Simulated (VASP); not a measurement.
# Re (P6_3/mmc) in VASP: a series of runs

Aim: see how the results for Re move with the level of theory and the settings. Levels: PBEsol, RPBE, r2SCAN. Tasks: relaxation of cell and atoms, single point.

Program: VASP 6.6.1. These are calculated values, not measurements. Logs are shortened: lines on timing, memory, paths and dates and some standing lists are left out, and cuts for length are marked.

### Step 1. The cell of the first run

Symmetry: P6_3/mmc, No. 194, hexagonal system. Conventional cell: a = 2.761 Å, b = 2.761 Å, c = 4.458 Å, α = 90.00°, β = 90.00°, γ = 120.00°. Re (site symmetry -6m2) has 12 Re at 2.74 to 2.76 Å within 3.6 Å.

### Step 2. Relaxation of cell and atoms, PBEsol, target pressure 20 GPa, at which the enthalpy is minimised

INCAR reads:

```
SYSTEM = Re
ALGO = Normal
EDIFF = 1E-6
EDIFFG = -0.02
ENCUT = 600
GGA = PS
IBRION = 2
ISIF = 3
ISMEAR = -1
LASPH = .True.
LCHARG = .False.
LREAL = .False.
LWAVE = .False.
NELM = 80
NSW = 80
PREC = Accurate
PSTRESS = 200.0
SIGMA = 0.05
```

KPOINTS reads:

```
k-points
0
Gamma
  11 11 6
  0 0 0
```

POSCAR reads:

```
Re
1.0
    2.7608000000      0.0000000000      0.0000000000
   -1.3804000000      2.3909229348      0.0000000000
    0.0000000000      0.0000000000      4.4582000000
Re
2
Direct
    0.6666666667      0.3333333333      0.7500000000
    0.3333333333      0.6666666667      0.2500000000
```

Potentials or basis: VASP PAW PBE potentials, release 64 (Re).

Launch:

```bash
$ cat potpaw_PBE.64/Re/POTCAR > POTCAR
$ mpirun -np 1 vasp_std > vasp.out
```

OUTCAR:

```text
SYSTEM = Re
   EDIFF = 1E-6
   EDIFFG = -0.02
   ENCUT = 600
   GGA = PS
   IBRION = 2
   ISIF = 3
   ISMEAR = -1
   LASPH = .True.
   LREAL = .False.
   NELM = 80
   NSW = 80
   PREC = Accurate
   PSTRESS = 200.0

 ion  position               nearest neighbor table
   1  0.667  0.333  0.750-   2 2.74   2 2.74   2 2.74   2 2.74   2 2.74   2 2.74
   2  0.333  0.667  0.250-   1 2.74   1 2.74   1 2.74   1 2.74   1 2.74   1 2.74

  LATTYP: Found a hexagonal cell.
 ALAT       =     2.7608000000
 C/A-ratio  =     1.6148217908

  Lattice vectors:

 A1 = (   2.7608000000,   0.0000000000,   0.0000000000)
 A2 = (  -1.3804000000,   2.3909229348,   0.0000000000)
 A3 = (   0.0000000000,   0.0000000000,   4.4582000000)

Analysis of symmetry for initial positions (statically):
=====================================================================
 Subroutine PRICEL returns:
 Original cell was already a primitive cell.

 Routine SETGRP: Setting up the symmetry group for a
 hexagonal supercell.

 Subroutine GETGRP returns: Found 24 space group operations
 (whereof 12 operations were pure point group operations)
 out of a pool of 24 trial point group operations.

The static configuration has the point symmetry D_3d.
 The point group associated with its full space group is D_6h.

Analysis of symmetry for dynamics (positions and initial velocities):
=====================================================================
 Subroutine PRICEL returns:
 Original cell was already a primitive cell.

 Routine SETGRP: Setting up the symmetry group for a
 hexagonal supercell.

 Subroutine GETGRP returns: Found 24 space group operations
 (whereof 12 operations were pure point group operations)
 out of a pool of 24 trial point group operations.

The dynamic configuration has the point symmetry D_3d.
 The point group associated with its full space group is D_6h.

 Subroutine INISYM returns: Found 24 space group operations
 (whereof 12 operations are pure point group operations),
 and found     1 'primitive' translations

----------------------------------------------------------------------------------------

                                     Primitive cell

  volume of cell :      29.4280

  direct lattice vectors                    reciprocal lattice vectors
     2.760800000  0.000000000  0.000000000     0.362213851  0.209124264  0.000000000
    -1.380400000  2.390922935  0.000000000     0.000000000  0.418248529  0.000000000
     0.000000000  0.000000000  4.458200000     0.000000000  0.000000000  0.224305774

  length of vectors
     2.760800000  2.760800000  4.458200000     0.418248529  0.418248529  0.224305774

  position of ions in fractional coordinates (direct lattice)
     0.666666667  0.333333333  0.750000000
     0.333333333  0.666666667  0.250000000

  ion indices of the primitive-cell ions
   primitive index   ion index
                 1           1
                 2           2

----------------------------------------------------------------------------------------

 KPOINTS: k-points

Automatic generation of k-mesh.
 Grid dimensions read from file:
 generate k-points for:   11   11    6

 Generating k-lattice:

  Cartesian coordinates                     Fractional coordinates (reciprocal lattice)
     0.032928532  0.019011297  0.000000000     0.090909091 -0.000000000  0.000000000
     0.000000000  0.038022594  0.000000000     0.000000000  0.090909091  0.000000000
     0.000000000  0.000000000  0.037384296     0.000000000  0.000000000  0.166666667

  Length of vectors
     0.038022594  0.038022594  0.037384296

  Shift w.r.t. Gamma in fractional coordinates (k-lattice)
     0.000000000  0.000000000  0.000000000

 Subroutine IBZKPT returns following result:
 ===========================================

 Found     64 irreducible k-points:

 Following reciprocal coordinates:
            Coordinates               Weight
  0.000000  0.000000  0.000000      1.000000
  0.090909 -0.000000  0.000000      6.000000
  0.181818 -0.000000  0.000000      6.000000
  0.272727 -0.000000  0.000000      6.000000
  0.363636 -0.000000  0.000000      6.000000
  0.454545 -0.000000  0.000000      6.000000
[... 16 lines left out ...]
  0.090909  0.090909  0.166667     12.000000
  0.181818  0.090909  0.166667     24.000000
 [... further k-points ...]
   k-points           NKPTS =     64   k-points in BZ     NKDIM =     64   number of bands    NBANDS=     11
   number of dos      NEDOS =    301   number of ions     NIONS =      2
   total plane-waves  NPLWV =  20736
   dimension x,y,z NGX =    24 NGY =   24 NGZ =   36
   dimension x,y,z NGXF=    48 NGYF=   48 NGZF=   72
   ions per type =               2
   NGX,Y,Z   is equivalent  to a cutoff of  14.45, 14.45, 13.42 a.u.
   NGXF,Y,Z  is equivalent  to a cutoff of  28.90, 28.90, 26.85 a.u.
 SYSTEM =  Re
   PREC   = accura    normal or accurate (medium, high low for compatibility)
   ISTART =      0    job   : 0-new  1-cont  2-samecut
   ICHARG =      2    charge: 1-file 2-atom 10-const
   ISPIN  =      1    spin polarized calculation?
   LNONCOLLINEAR =      F non collinear calculations
   LSORBIT =      F    spin-orbit coupling
   LASPH  =      T    aspherical Exc in radial PAW
   ENCUT  =  600.0 eV  44.10 Ry    6.64 a.u.   5.51  5.51  8.90*2*pi/ulx,y,z
   NELM   =     80;   NELMIN=  2; NELMDL= -5     # of ELM steps
   EDIFF  = 0.1E-05   stopping-criterion for ELM
   LREAL  =      F    real-space projection
   EDIFFG = -.2E-01   stopping-criterion for IOM
   NSW    =     80    number of steps for IOM
   IBRION =      2    ionic relax: 0-MD 1-quasi-New 2-CG
   NFREE  =      1    steps in history (QN), initial steepest desc. (CG)
   ISIF   =      3    stress and relaxation
   ISYM   =      2    0-nonsym 1-usesym 2-fastsym
   POTIM  = 0.5000    time-step for ionic-motion
   TEBEG  =    0.0;   TEEND  =   0.0 temperature during run
   PSTRESS=  200.0 pullay stress
   NELECT =      14.0000    total number of electrons
   NUPDOWN=      -1.0000    fix difference up-down
   EMIN   =  10.00;   EMAX   =-10.00  energy-range for DOS
   EFERMI =   0.00;   METHOD = LEGACY
   ISMEAR =    -1;   SIGMA  =   0.05  broadening in eV -4-tet -1-fermi 0-gaus
   EFERMI_NEDOS =   21; number of points for ismear=-14 and -15
   IALGO  =     38    algorithm
   IMIX   =      4    mixing-type and parameters
     AMIX     =   0.40;   BMIX     =  1.00
     AMIX_MAG =   1.60;   BMIX_MAG =  1.00
  volume/ion in A,a.u.               =      14.71        99.29
  Fermi-wavevector in a.u.,A,eV,Ry     =   1.278000  2.415070 22.222174  1.633284
  Thomas-Fermi vector in A             =   2.410568
   LORBIT       =      0    0 simple, 1 ext, 2 COOP (PROOUT), +10 PAW based schemes
   GGA     = PS    functional components
   LHFCALC =     F    Hartree Fock is set to
   AEXX    =    0.0000 exact exchange contribution
   IVDW    =     0    specifies the selected vdW correction
   LEPSILON=     F    determine dielectric tensor
   LRPA    =     F    only Hartree local field effects (RPA)
 conjugate gradient relaxation of ions
 non-spin polarized calculation
  energy-cutoff  :      600.00
  volume of cell :       29.43
 maximum number of plane-waves:      1014
 NGX is ok and might be reduce to    24
   NGX = 11   NGY = 11   NGZ = 17

--------------------------------------- Ionic step        1  -------------------------------------------

 number of electron      14.0000000 magnetization

 Free energy of the ion-electron system (eV)
  ---------------------------------------------------
  ext. energy  EPLUGINS =         0.00000000
  ---------------------------------------------------
  free energy    TOTEN  =       -26.73745656 eV

  energy without entropy =      -26.72354876  energy(sigma->0) =      -26.73050266

------------------------ aborting loop because EDIFF is reached ----------------------------------------

  FORCE on cell =-STRESS in cart. coord.  units (eV):
  Direction    XX          YY          ZZ          XY          YZ          ZX
  --------------------------------------------------------------------------------------
  -------------------------------------------------------------------------------------
  Total       -0.7628572     -0.7628572     -0.7600802      0.0000000      0.0000000     -0.0000000
  in kB      -41.5330414    -41.5330414    -41.3818516      0.0000000      0.0000000     -0.0000000
  external PRESSURE =    -241.4826448 kB  Pullay stress =     200.0000000 kB

 VOLUME and BASIS-vectors are now :
 -----------------------------------------------------------------------------
  energy-cutoff  :      600.00
  volume of cell :       29.43
      direct lattice vectors                 reciprocal lattice vectors
     2.760800000  0.000000000  0.000000000     0.362213851  0.209124264  0.000000000
    -1.380400000  2.390922935  0.000000000     0.000000000  0.418248529  0.000000000
     0.000000000  0.000000000  4.458200000     0.000000000  0.000000000  0.224305774
[... 8 lines left out ...]
  FREE ENERGIE OF THE ION-ELECTRON SYSTEM (eV)
  ---------------------------------------------------
  free  energy   TOTEN  =       -26.7374565551 eV

  energy  without entropy=      -26.7235487561  energy(sigma->0) =      -26.73050266

  enthalpy is  TOTEN    =       -23.0639612844 eV   P V=        3.6734952707

--------------------------------------- Ionic step        2  -------------------------------------------

 number of electron      14.0000000 magnetization

 E-fermi :  12.6114     XC(G=0): -15.7381

 val. band max:       12.6101808298   @ k =   0.0000   0.0000   0.0000
 cond. band min:      12.6729000441   @ k =   0.0909   0.0909   0.0000
 fundamental gap:      0.0627192144
 Fermi energy:        12.6113834269

 k-point     1 :       0.0000    0.0000    0.0000
  band No.  band energies     occupation
      1       0.4220      2.00000
      2       2.9421      2.00000
      3       9.6828      2.00000
      4       9.6828      2.00000
      5       9.7586      2.00000
      6      11.1178      2.00000
      7      11.1178      2.00000
      8      12.6102      1.01203
      9      12.6102      1.01203
     10      14.7059      0.00000
     11      17.6443      0.00000

 k-point     2 :       0.0909   -0.0000    0.0000
  band No.  band energies     occupation
      1       0.9416      2.00000
      2       3.4272      2.00000
      3       8.6876      2.00000
      4      10.1729      2.00000
      5      10.5330      2.00000
      6      10.7940      2.00000
      7      11.5941      2.00000
      8      11.6409      2.00000
      9      12.1665      1.99973
     10      13.2983      0.00000
     11      18.0080      0.00000
[... 413 lines left out ...]
  FREE ENERGIE OF THE ION-ELECTRON SYSTEM (eV)
  ---------------------------------------------------
  free  energy   TOTEN  =       -26.6720122545 eV

  energy  without entropy=      -26.6600294126  energy(sigma->0) =      -26.66602083

  enthalpy is  TOTEN    =       -23.1905328463 eV   P V=        3.4814794082

--------------------------------------- Ionic step        5  -------------------------------------------

 number of electron      14.0000001 magnetization

 Free energy of the ion-electron system (eV)
  ---------------------------------------------------
  ext. energy  EPLUGINS =         0.00000000
  ---------------------------------------------------
  free energy    TOTEN  =       -26.66467764 eV

  energy without entropy =      -26.65276252  energy(sigma->0) =      -26.65872008

 E-fermi :   8.4408     XC(G=0): -14.1259

 val. band max:        8.4289456224   @ k =   0.3636  -0.0000   0.3333
 cond. band min:       8.4837130936   @ k =   0.1818   0.0909   0.0000
 fundamental gap:      0.0547674711
 Fermi energy:         8.4407991158

 k-point     1 :       0.0000    0.0000    0.0000
  band No.  band energies     occupation
      1      -1.8627      2.00000
      2       1.3573      2.00000
      3       6.6815      2.00000
      4       6.6815      2.00000
      5       6.6923      2.00000
      6       7.6009      2.00000
      7       7.6009      2.00000
      8       8.6118      0.06333
      9       8.6118      0.06333
     10       9.1710      0.00000
     11      12.0605      0.00000

 k-point     2 :       0.0909   -0.0000    0.0000
  band No.  band energies     occupation
      1      -1.5035      2.00000
      2       1.6924      2.00000
      3       5.9958      2.00000
      4       7.0162      2.00000
      5       7.2219      2.00000
      6       7.3961      2.00000
      7       7.7744      2.00000
      8       7.9181      1.99994
      9       8.3344      1.78711
     10       8.5942      0.08889
     11      12.2521      0.00000
[... 330 lines left out ...]
 POSITION                                       TOTAL-FORCE (eV/Angst)
 -----------------------------------------------------------------------------------
      1.35493      0.78227      3.28200         0.000000     -0.000000      0.000000
     -0.00000      1.56454      1.09400        -0.000000      0.000000      0.000000
 -----------------------------------------------------------------------------------
    total drift:                               -0.000000      0.000000     -0.000000

  FREE ENERGIE OF THE ION-ELECTRON SYSTEM (eV)
  ---------------------------------------------------
  free  energy   TOTEN  =       -26.6646776449 eV

  energy  without entropy=      -26.6527625156  energy(sigma->0) =      -26.65872008

  enthalpy is  TOTEN    =       -23.1907481885 eV   P V=        3.4739294564

 reached required accuracy - stopping structural energy minimisation
```

Wall time 1.9 min (1 thread of Intel Xeon 8259CL, shared host); peak memory 0.18 GiB.

Results:

```
Free energy                                                : -26.6647 eV
Relaxed volume                                             : 13.91 Å³/atom
Relaxed cell                                               : a = 2.710 Å, b = 2.710 Å, c = 4.376 Å, α = 90.00°, β = 90.00°, γ = 120.00°
Space group after relaxing (to 0.1 Å)                      : P6_3/mmc (No. 194)
Energy change on relaxing (the run minimises the enthalpy) : +36.4 meV/atom
Ionic steps                                                : 5
Pressure after relaxing                                    : 20.0 GPa
Band gap on the k mesh                                     : zero (bands 7 and 8 overlap by 3.40 eV)
```

Stress tensor (GPa, compression positive):
```
19.91  0.00  0.00
 0.00 19.91  0.00
 0.00  0.00 20.04
```

Step by step:
```csv
step,energy change (eV),largest force (eV/Å),pressure (GPa),volume (Å³)
1,0.0000,0.0000,-4.15,29.43
2,5.0910,0.0000,266.98,20.96
3,0.0487,0.0000,16.30,28.04
4,0.0654,0.0000,18.94,27.89
5,0.0728,0.0000,19.96,27.83
```

Final structure:
```cif
data_structure
_symmetry_space_group_name_H-M 'P 1'
_symmetry_Int_Tables_number 1
_cell_length_a 2.7099
_cell_length_b 2.7099
_cell_length_c 4.3760
_cell_angle_alpha 90.000
_cell_angle_beta 90.000
_cell_angle_gamma 120.000
_cell_volume 27.83
loop_
_atom_site_label
_atom_site_type_symbol
_atom_site_fract_x
_atom_site_fract_y
_atom_site_fract_z
_atom_site_occupancy
Re1 Re 0.66667 0.33333 0.75000 1
Re2 Re 0.33333 0.66667 0.25000 1
```

Caveat: the cell is relaxed towards a set pressure, so the run minimises the enthalpy, not the energy; the PAW data sets were made with another functional, which shifts forces and pressure a little; spin-orbit coupling is left out, which moves the levels of the heavy elements.

### Step 3. Relaxation of cell and atoms, PBEsol, target pressure 30 GPa, at which the enthalpy is minimised

INCAR reads:

```
PREC = Accurate
ENCUT = 600
EDIFF = 1E-6
ISMEAR = -1
SIGMA = 0.05
LREAL = F
LASPH = T
NELM = 100
ALGO = Normal
ISIF = 3
LWAVE = F
LCHARG = F
GGA = PS
IBRION = 2
NSW = 80
EDIFFG = -0.02
PSTRESS = 300.0
```

KPOINTS reads:

```
regular mesh
0
Gamma
  11 11 6
```

POSCAR is that of step 2.

Potentials or basis: VASP PAW PBE potentials, release 64 (Re).

Launch:

```bash
$ cat potpaw_PBE.64/Re/POTCAR > POTCAR
$ mpirun -np 1 vasp_std > vasp.out
```

Wall time 1.9 min (1 thread of Intel Xeon 8259CL, shared host); peak memory 0.18 GiB.

The run converged. Its results:

| Property | Result |
| --- | --- |
| Free energy | -26.5798 eV |
| Relaxed volume | 13.64 Å³/atom |
| Relaxed cell | a = 2.692 Å, b = 2.692 Å, c = 4.347 Å, α = 90.00°, β = 90.00°, γ = 120.00° |
| Space group after relaxing (to 0.1 Å) | P6_3/mmc (No. 194) |
| Energy change on relaxing (the run minimises the enthalpy) | +78.9 meV/atom |
| Ionic steps | 5 |
| Pressure after relaxing | 30.0 GPa |
| Band gap on the k mesh | zero (bands 7 and 8 overlap by 3.54 eV) |

Stress tensor (GPa, compression positive):
```
29.96  0.00  0.00
 0.00 29.96  0.00
 0.00  0.00 30.17
```

The path:
```tsv
step	energy change (eV)	largest force (eV/Å)	pressure (GPa)	volume (Å³)
1	0.0000	0.0000	-4.15	29.43
2	12.2227	0.0000	530.36	17.99
3	0.0868	0.0000	21.88	27.72
4	0.1280	0.0000	26.84	27.45
5	0.1577	0.0000	30.03	27.28
```

Final structure:
```
CELL_PARAMETERS angstrom
2.69200 0.00000 0.00000
-1.34600 2.33134 0.00000
0.00000 0.00000 4.34715
ATOMIC_POSITIONS crystal
Re 0.66667 0.33333 0.75000
Re 0.33333 0.66667 0.25000
```

Levels at points of the mesh, in eV from the Fermi level:
```tsv
k point	band 3	band 4	band 5	band 6	band 7	band 8	band 9	band 10	band 11
(0.00, 0.00, 0.00)	-1.83	-1.83	-1.81	-0.88	-0.88	0.16	0.16	0.78	3.71
(0.00, 0.00, 0.50)	-2.63	-2.63	-1.96	-1.96	-1.96	-1.96	2.83	2.83	2.83
```

Caveat: the cell is relaxed towards a set pressure, so the run minimises the enthalpy, not the energy; the PAW data sets were made with another functional, which shifts forces and pressure a little; spin-orbit coupling is left out, which moves the levels of the heavy elements.

### Step 4. Single point, RPBE

INCAR reads:

```
SYSTEM = Re
  PREC = Accurate
  ENCUT = 520
  EDIFF = 1E-6
  ISMEAR = -1
  SIGMA = 0.05
  LREAL = .False.
  LASPH = .True.
  NELM = 80
  ALGO = Normal
  ISIF = 2
  LWAVE = .False.
  LCHARG = .True.
  GGA = RP
  LELF = .True.
  LVHAR = .True.
  NBANDS = 14
```

KPOINTS reads:

```
regular mesh
0
Gamma
  11 11 6
  0 0 0
```

POSCAR is that of step 3.

Launch:

```bash
$ cat potpaw_PBE.64/Re/POTCAR > POTCAR
$ mpirun -np 1 vasp_std > vasp.out
```

Wall time 24 s (1 thread of AMD EPYC 7R13 (Zen 3), shared host); peak memory 0.14 GiB.

Results (log left out):

```
Free energy            : -23.6185 eV
Pressure               : 9.4 GPa
Band gap on the k mesh : zero (bands 7 and 8 overlap by 3.04 eV)
```

Stress tensor (GPa, compression positive):
```
9.24 0.00 0.00
0.00 9.24 0.00
0.00 0.00 9.59
```

Levels at points of the mesh, in eV from the Fermi level:
| k point | band 4 | band 5 | band 6 | band 7 | band 8 | band 9 | band 10 | band 11 |
| --- | --- | --- | --- | --- | --- | --- | --- | --- |
| (0.00, 0.00, 0.00) | -1.58 | -1.58 | -0.75 | -0.75 | 0.18 | 0.18 | 0.59 | 3.35 |
| (0.00, 0.00, 0.50) | -2.39 | -1.71 | -1.71 | -1.71 | -1.71 | 2.54 | 2.54 | 2.54 |

Caveat: the cell stands under pressure; the PAW data sets were made with another functional, which shifts forces and pressure a little; spin-orbit coupling is left out, which moves the levels of the heavy elements.

(Continued in part 2 of 2.)
